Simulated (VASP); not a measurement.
# BN (I-4m2) in VASP: notebook

The runs below take BN through single point, with PBE.

Program: VASP 6.6.1. These are calculated values, not measurements. Logs are shortened: lines on timing, memory, paths and dates and some standing lists are left out, and cuts for length are marked.

**1. The cell of the first run**

It takes space group I-4m2 (No. 119, tetragonal). Conventional cell: a = 2.655 Å, b = 2.655 Å, c = 3.547 Å, α = 90.00°, β = 90.00°, γ = 90.00°. Within 2.1 Å of B (site symmetry -4m2) lie 4 N at 1.60 Å. Within 2.1 Å of N (site symmetry -4m2) lie 4 B at 1.60 Å.

**2. Single point, PBE (epitaxial xy strain +4.0%)**

INCAR reads:

```
SYSTEM = BN
  ALGO = Normal
  EDIFF = 1E-7
  ENCUT = 520
  GGA = PE
  ISIF = 2
  ISMEAR = 0
  LASPH = .True.
  LCHARG = .False.
  LREAL = .False.
  LWAVE = .False.
  NBANDS = 11
  NELM = 100
  PREC = Accurate
  SIGMA = 0.01
```

KPOINTS reads:

```
k-points
0
Gamma
  6 6 6
  0 0 0
```

POSCAR reads:

```
BN
1.0
    0.0000000000      1.8770184836      1.7733753805
    1.8770184836      0.0000000000      1.7733753805
    1.8770184836      1.8770184836      0.0000000000
B N
1 1
Direct
    0.0000000000      0.0000000000      0.0000000000
    0.2500000000      0.2500000000      0.2500000000
```

Potentials or basis: VASP PAW PBE potentials, release 64 (B, N).

Launch:

```
$ cat potpaw_PBE.64/B/POTCAR potpaw_PBE.64/N/POTCAR > POTCAR
$ mpirun -np 1 vasp_std > vasp.out
```

OUTCAR:

```text
SYSTEM = BN
   EDIFF = 1E-7
   ENCUT = 520
   GGA = PE
   ISIF = 2
   ISMEAR = 0
   LASPH = .True.
   LREAL = .False.
   NELM = 100
   PREC = Accurate

 ion  position               nearest neighbor table
   1  0.000  0.000  0.000-   2 1.60   2 1.60   2 1.60   2 1.60
   2  0.250  0.250  0.250-   1 1.60   1 1.60   1 1.60   1 1.60

  LATTYP: Found a body centered tetragonal cell.
 ALAT       =     2.6545049963
 C/A-ratio  =     1.3361251028

  Lattice vectors:

 A1 = (   0.0000000000,  -1.8770184836,  -1.7733753805)
 A2 = (   0.0000000000,   1.8770184836,  -1.7733753805)
 A3 = (   1.8770184836,   0.0000000000,   1.7733753805)

Analysis of symmetry for initial positions (statically):
=====================================================================
 Subroutine PRICEL returns:
 Original cell was already a primitive cell.

 Routine SETGRP: Setting up the symmetry group for a
 body centered tetragonal supercell.

 Subroutine GETGRP returns: Found  8 space group operations
 (whereof  8 operations were pure point group operations)
 out of a pool of 16 trial point group operations.

The static configuration has the point symmetry D_2d.

Analysis of symmetry for dynamics (positions and initial velocities):
=====================================================================
 Subroutine PRICEL returns:
 Original cell was already a primitive cell.

 Routine SETGRP: Setting up the symmetry group for a
 body centered tetragonal supercell.

 Subroutine GETGRP returns: Found  8 space group operations
 (whereof  8 operations were pure point group operations)
 out of a pool of 16 trial point group operations.

The dynamic configuration has the point symmetry D_2d.

 Subroutine INISYM returns: Found  8 space group operations
 (whereof  8 operations are pure point group operations),
 and found     1 'primitive' translations

----------------------------------------------------------------------------------------

                                     Primitive cell

  volume of cell :      12.4959

  direct lattice vectors                    reciprocal lattice vectors
     0.000000000  1.877018484  1.773375381    -0.266379902  0.266379902  0.281948202
     1.877018484  0.000000000  1.773375381     0.266379902 -0.266379902  0.281948202
     1.877018484  1.877018484  0.000000000     0.266379902  0.266379902 -0.281948202

  length of vectors
     2.582258436  2.582258436  2.654504996     0.470543615  0.470543615  0.470543615

  position of ions in fractional coordinates (direct lattice)
     0.000000000  0.000000000  0.000000000
     0.250000000  0.250000000  0.250000000

  ion indices of the primitive-cell ions
   primitive index   ion index
                 1           1
                 2           2

----------------------------------------------------------------------------------------

 KPOINTS: k-points

Automatic generation of k-mesh.
 Grid dimensions read from file:
 generate k-points for:    6    6    6

 Generating k-lattice:

  Cartesian coordinates                     Fractional coordinates (reciprocal lattice)
    -0.044396650  0.044396650  0.046991367     0.166666667  0.000000000  0.000000000
     0.044396650 -0.044396650  0.046991367     0.000000000  0.166666667  0.000000000
     0.044396650  0.044396650 -0.046991367    -0.000000000 -0.000000000  0.166666667

  Length of vectors
     0.078423936  0.078423936  0.078423936

  Shift w.r.t. Gamma in fractional coordinates (k-lattice)
     0.000000000  0.000000000  0.000000000

 Subroutine IBZKPT returns following result:
 ===========================================

 Found     30 irreducible k-points:

 Following reciprocal coordinates:
            Coordinates               Weight
  0.000000  0.000000  0.000000      1.000000
  0.166667 -0.000000  0.000000      8.000000
  0.333333 -0.000000  0.000000      8.000000
  0.500000  0.000000  0.000000      4.000000
  0.166667  0.166667  0.000000      2.000000
  0.333333  0.166667  0.000000      8.000000
[... 16 lines left out ...]
  0.333333  0.000000  0.333333      4.000000
  0.500000  0.000000  0.333333     16.000000
 [... further k-points ...]
   k-points           NKPTS =     30   k-points in BZ     NKDIM =     30   number of bands    NBANDS=     11
   number of dos      NEDOS =    301   number of ions     NIONS =      2
   total plane-waves  NPLWV =   8000
   dimension x,y,z NGX =    20 NGY =   20 NGZ =   20
   dimension x,y,z NGXF=    40 NGYF=   40 NGZF=   40
   ions per type =               1   1
   NGX,Y,Z   is equivalent  to a cutoff of  12.88, 12.88, 12.53 a.u.
   NGXF,Y,Z  is equivalent  to a cutoff of  25.75, 25.75, 25.05 a.u.
 SYSTEM =  BN
   PREC   = accura    normal or accurate (medium, high low for compatibility)
   ISTART =      0    job   : 0-new  1-cont  2-samecut
   ICHARG =      2    charge: 1-file 2-atom 10-const
   ISPIN  =      1    spin polarized calculation?
   LNONCOLLINEAR =      F non collinear calculations
   LSORBIT =      F    spin-orbit coupling
   LASPH  =      T    aspherical Exc in radial PAW
   ENCUT  =  520.0 eV  38.22 Ry    6.18 a.u.   4.80  4.80  4.94*2*pi/ulx,y,z
   NELM   =    100;   NELMIN=  2; NELMDL= -5     # of ELM steps
   EDIFF  = 0.1E-06   stopping-criterion for ELM
   LREAL  =      F    real-space projection
   EDIFFG = 0.1E-05   stopping-criterion for IOM
   NSW    =      0    number of steps for IOM
   IBRION =     -1    ionic relax: 0-MD 1-quasi-New 2-CG
   NFREE  =      0    steps in history (QN), initial steepest desc. (CG)
   ISIF   =      2    stress and relaxation
   ISYM   =      2    0-nonsym 1-usesym 2-fastsym
   POTIM  = 0.5000    time-step for ionic-motion
   TEBEG  =    0.0;   TEEND  =   0.0 temperature during run
   PSTRESS=    0.0 pullay stress
   NELECT =       8.0000    total number of electrons
   NUPDOWN=      -1.0000    fix difference up-down
   EMIN   =  10.00;   EMAX   =-10.00  energy-range for DOS
   EFERMI =   0.00;   METHOD = LEGACY
   ISMEAR =     0;   SIGMA  =   0.01  broadening in eV -4-tet -1-fermi 0-gaus
   EFERMI_NEDOS =   21; number of points for ismear=-14 and -15
   IALGO  =     38    algorithm
   IMIX   =      4    mixing-type and parameters
     AMIX     =   0.40;   BMIX     =  1.00
     AMIX_MAG =   1.60;   BMIX_MAG =  1.00
  volume/ion in A,a.u.               =       6.25        42.16
  Fermi-wavevector in a.u.,A,eV,Ry     =   1.410963  2.666333 27.086697  1.990816
  Thomas-Fermi vector in A             =   2.532863
   LORBIT       =      0    0 simple, 1 ext, 2 COOP (PROOUT), +10 PAW based schemes
   GGA     = PE    functional components
   LHFCALC =     F    Hartree Fock is set to
   AEXX    =    0.0000 exact exchange contribution
   IVDW    =     0    specifies the selected vdW correction
   LEPSILON=     F    determine dielectric tensor
   LRPA    =     F    only Hartree local field effects (RPA)
 non-spin polarized calculation
 Gauss-broadening in eV      SIGMA  =   0.01
  energy-cutoff  :      520.00
  volume of cell :       12.50
 maximum number of plane-waves:       346
   NGX =  9   NGY =  9   NGZ =  9

 number of electron       8.0000002 magnetization

 Free energy of the ion-electron system (eV)
  ---------------------------------------------------
  ext. energy  EPLUGINS =         0.00000000
  ---------------------------------------------------
  free energy    TOTEN  =       -17.37095831 eV

  energy without entropy =      -17.37095831  energy(sigma->0) =      -17.37095831

 E-fermi :   7.1957     XC(G=0): -12.5489

 val. band max:        7.0608299239   @ k =   0.0000   0.0000   0.0000
 cond. band min:      10.5475211807   @ k =   0.5000   0.5000   0.0000
 fundamental gap:      3.4866912568
 Fermi energy:         7.1957454629

 k-point     1 :       0.0000    0.0000    0.0000
  band No.  band energies     occupation
      1     -12.8708      2.00000
      2       6.5685      2.00000
      3       6.5685      2.00000
      4       7.0608      2.00000
      5      15.0451      0.00000
      6      15.4406      0.00000
      7      15.4406      0.00000
      8      16.1572      0.00000
      9      30.4576      0.00000
     10      32.4456      0.00000
     11      33.5126      0.00000

 k-point     2 :       0.1667   -0.0000    0.0000
  band No.  band energies     occupation
      1     -12.2307      2.00000
      2       3.8330      2.00000
      3       5.9161      2.00000
      4       6.3941      2.00000
      5      15.3441      0.00000
      6      16.2283      0.00000
      7      16.2714      0.00000
      8      18.2073      0.00000
      9      29.4992      0.00000
     10      29.7155      0.00000
     11      30.9313      0.00000

 k-point     3 :       0.3333   -0.0000    0.0000
  band No.  band energies     occupation
      1     -10.4632      2.00000
      2      -0.7964      2.00000
      3       4.9144      2.00000
      4       5.6041      2.00000
      5      15.6033      0.00000
      6      16.8756      0.00000
      7      17.5138      0.00000
      8      20.6327      0.00000
      9      29.0092      0.00000
     10      30.4121      0.00000
     11      30.9342      0.00000

 k-point     4 :       0.5000    0.0000    0.0000
  band No.  band energies     occupation
      1      -8.9064      2.00000
      2      -3.4450      2.00000
      3       4.5059      2.00000
      4       5.2897      2.00000
      5      15.6535      0.00000
      6      16.8352      0.00000
      7      17.8823      0.00000
      8      21.4273      0.00000
      9      29.3280      0.00000
     10      32.2478      0.00000
     11      32.9089      0.00000
[... 239 lines left out ...]
 k-point    22 :      -0.3333    0.5000    0.1667
  band No.  band energies     occupation
      1      -7.1945      2.00000
      2      -0.6797      2.00000
      3       0.5094      2.00000
      4       0.7671      2.00000
      5      13.5934      0.00000
      6      17.3532      0.00000
      7      21.0785      0.00000
      8      22.8765      0.00000
      9      26.0364      0.00000
     10      31.7994      0.00000
     11      35.8868      0.00000

 k-point    23 :       0.3333    0.0000    0.3333
  band No.  band energies     occupation
      1      -9.8057      2.00000
      2       0.5902      2.00000
      3       3.0882      2.00000
      4       3.2335      2.00000
      5      12.5278      0.00000
      6      17.0005      0.00000
      7      20.8092      0.00000
      8      22.2251      0.00000
      9      24.6924      0.00000
     10      32.6183      0.00000
     11      38.8802      0.00000

 k-point    24 :       0.5000    0.0000    0.3333
  band No.  band energies     occupation
      1      -8.2682      2.00000
      2      -1.2241      2.00000
      3       1.1713      2.00000
      4       2.9094      2.00000
      5      13.1519      0.00000
      6      17.8894      0.00000
      7      21.4879      0.00000
      8      22.7522      0.00000
      9      25.5647      0.00000
     10      31.9720      0.00000
     11      36.2734      0.00000

 [... further k-points ...]
[... 5 lines left out ...]
  --------------------------------------------------------------------------------------
  -------------------------------------------------------------------------------------
  Total       -2.0694816     -2.0694816      0.3137976      0.0000000      0.0000000      0.0000000
  in kB     -265.3410119   -265.3410119     40.2339214      0.0000000      0.0000000      0.0000000
  external PRESSURE =    -163.4827008 kB  Pullay stress =       0.0000000 kB

 VOLUME and BASIS-vectors are now :
 -----------------------------------------------------------------------------
  energy-cutoff  :      520.00
  volume of cell :       12.50
      direct lattice vectors                 reciprocal lattice vectors
     0.000000000  1.877018484  1.773375381    -0.266379902  0.266379902  0.281948202
     1.877018484  0.000000000  1.773375381     0.266379902 -0.266379902  0.281948202
     1.877018484  1.877018484  0.000000000     0.266379902  0.266379902 -0.281948202

 POSITION                                       TOTAL-FORCE (eV/Angst)
 -----------------------------------------------------------------------------------
      0.00000      0.00000      0.00000        -0.000000     -0.000000     -0.000000
      0.93851      0.93851      0.88669         0.000000      0.000000      0.000000
 -----------------------------------------------------------------------------------
    total drift:                                0.000001      0.000001     -0.000002

  FREE ENERGIE OF THE ION-ELECTRON SYSTEM (eV)
  ---------------------------------------------------
  free  energy   TOTEN  =       -17.3709583125 eV

  energy  without entropy=      -17.3709583125  energy(sigma->0) =      -17.37095831
```

Run time: 3.3 s. Hardware: 1 thread of Intel Xeon Platinum 8488C (Sapphire Rapids), shared host; peak memory 0.11 GiB.

What came out:

```yaml
Free_energy: -17.3710 eV
Pressure: -16.3 GPa
Band_gap_on_the_k_mesh: 3.49 eV, indirect (least direct gap 7.98 eV)
```

Stress tensor (GPa, compression positive):
```
-26.53   0.00   0.00
  0.00 -26.53   0.00
  0.00   0.00   4.02
```

Caveat: the k points lie up to 0.49 Å⁻¹ apart; the cell differs from its parent crystal (epitaxial xy strain +4.0%).

**3. Single point, PBE (epitaxial xy strain +4.0%)**

INCAR reads:

```
PREC = Accurate
ENCUT = 520
EDIFF = 1E-6
ISMEAR = -1
SIGMA = 0.02
LREAL = F
LASPH = T
NELM = 100
ALGO = Normal
ISIF = 2
LWAVE = F
LCHARG = F
GGA = PE
NBANDS = 11
```

KPOINTS reads:

```
Automatic mesh
0
Gamma
  12 12 12
```

POSCAR is that of step 2.

Potentials or basis: VASP PAW PBE potentials, release 64 (B, N).

Launch:

```
$ cat potpaw_PBE.64/B/POTCAR potpaw_PBE.64/N/POTCAR > POTCAR
$ mpirun -np 1 vasp_std > vasp.out
```

OUTCAR:

```text
PREC = Accurate
   ENCUT = 520
   EDIFF = 1E-6
   ISMEAR = -1
   LREAL = F
   LASPH = T
   NELM = 100
   ISIF = 2
   GGA = PE

 ion  position               nearest neighbor table
   1  0.000  0.000  0.000-   2 1.60   2 1.60   2 1.60   2 1.60
   2  0.250  0.250  0.250-   1 1.60   1 1.60   1 1.60   1 1.60

  LATTYP: Found a body centered tetragonal cell.
 ALAT       =     2.6545049963
 C/A-ratio  =     1.3361251028

  Lattice vectors:

 A1 = (   0.0000000000,  -1.8770184836,  -1.7733753805)
[... 510 lines left out ...]
      4       3.8720      2.00000
      5      15.0581      0.00000
      6      18.4021      0.00000
      7      18.6772      0.00000
      8      21.6974      0.00000
      9      26.7615      0.00000
     10      31.3365      0.00000
     11      32.2707      0.00000

 [... further k-points ...]
[... 5 lines left out ...]
  --------------------------------------------------------------------------------------
  -------------------------------------------------------------------------------------
  Total       -2.0720828     -2.0720828      0.3134274      0.0000000     -0.0000000     -0.0000000
  in kB     -265.6745313   -265.6745313     40.1864675      0.0000000     -0.0000000     -0.0000000
  external PRESSURE =    -163.7208650 kB  Pullay stress =       0.0000000 kB

 VOLUME and BASIS-vectors are now :
 -----------------------------------------------------------------------------
  energy-cutoff  :      520.00
  volume of cell :       12.50
      direct lattice vectors                 reciprocal lattice vectors
     0.000000000  1.877018484  1.773375381    -0.266379902  0.266379902  0.281948202
     1.877018484  0.000000000  1.773375381     0.266379902 -0.266379902  0.281948202
     1.877018484  1.877018484  0.000000000     0.266379902  0.266379902 -0.281948202

 POSITION                                       TOTAL-FORCE (eV/Angst)
 -----------------------------------------------------------------------------------
      0.00000      0.00000      0.00000        -0.000000     -0.000000     -0.000000
      0.93851      0.93851      0.88669         0.000000      0.000000      0.000000
 -----------------------------------------------------------------------------------
    total drift:                                0.000001      0.000001     -0.000002

  FREE ENERGIE OF THE ION-ELECTRON SYSTEM (eV)
  ---------------------------------------------------
  free  energy   TOTEN  =       -17.3747426797 eV

  energy  without entropy=      -17.3747426797  energy(sigma->0) =      -17.37474268
```

OSZICAR:

```text
N       E                     dE             d eps       ncg     rms          rms(c)
DAV:   1     0.112085929964E+02    0.11209E+02   -0.49223E+03  3674   0.718E+02
DAV:   2    -0.176778357283E+02   -0.28886E+02   -0.28017E+02  4351   0.163E+02
DAV:   3    -0.182570987317E+02   -0.57926E+00   -0.57821E+00  4221   0.198E+01
DAV:   4    -0.182578657998E+02   -0.76707E-03   -0.76705E-03  3802   0.801E-01
DAV:   5    -0.182578665453E+02   -0.74546E-06   -0.74546E-06  4159   0.250E-02    0.640E+00
DAV:   6    -0.174413090187E+02    0.81656E+00   -0.30598E+00  3766   0.979E+00    0.307E+00
DAV:   7    -0.173869648597E+02    0.54344E-01   -0.82184E-02  3991   0.244E+00    0.185E+00
DAV:   8    -0.173745279506E+02    0.12437E-01   -0.32838E-02  3927   0.130E+00    0.163E-01
DAV:   9    -0.173746430809E+02   -0.11513E-03   -0.10979E-03  3799   0.255E-01    0.781E-02
DAV:  10    -0.173747368156E+02   -0.93735E-04   -0.13014E-04  3866   0.976E-02    0.144E-02
DAV:  11    -0.173747426621E+02   -0.58465E-05   -0.10765E-05  4127   0.266E-02    0.106E-02
DAV:  12    -0.173747426797E+02   -0.17633E-07   -0.17607E-06  2171   0.904E-03
   1 F= -.17374743E+02 E0= -.17374743E+02  d E =-.393753E-11
```

stdout:

```text
POSCAR found type information on POSCAR B N
 POSCAR found :  2 types and       2 ions
 scaLAPACK will be used
 LDA part: xc-table for (Slater+PW92), standard interpolation
 POSCAR, INCAR and KPOINTS ok, starting setup
 FFT: planning ... GRIDC
 FFT: planning ... GRID_SOFT
 FFT: planning ... GRID
 WAVECAR not read
 entering main loop
```

Wall time 12 s (1 thread of Intel Xeon 6975P-C, shared host); peak memory 0.13 GiB.

Results:

```yaml
Free_energy: -17.3747 eV
Pressure: -16.4 GPa
Band_gap_on_the_k_mesh: 3.49 eV, indirect (least direct gap 7.99 eV)
```

Levels at points of the mesh, in eV from the valence-band top:
```csv
k point,band 1,band 2,band 3,band 4,band 5,band 6,band 7,band 8
"(0.00, 0.00, 0.00)",-19.93,-0.49,-0.49,0.00,7.99,8.38,8.38,9.10
"(0.50, 0.00, 0.00)",-15.97,-10.50,-2.55,-1.77,8.59,9.78,10.82,14.37
"(0.50, 0.50, 0.00)",-14.29,-8.34,-5.43,-5.43,3.49,7.72,16.80,16.80
"(0.50, 0.00, 0.50)",-14.88,-9.15,-4.70,-4.69,4.39,9.04,16.19,16.95
```

Caveat: the cell differs from its parent crystal (epitaxial xy strain +4.0%). A k mesh can miss the band edges.
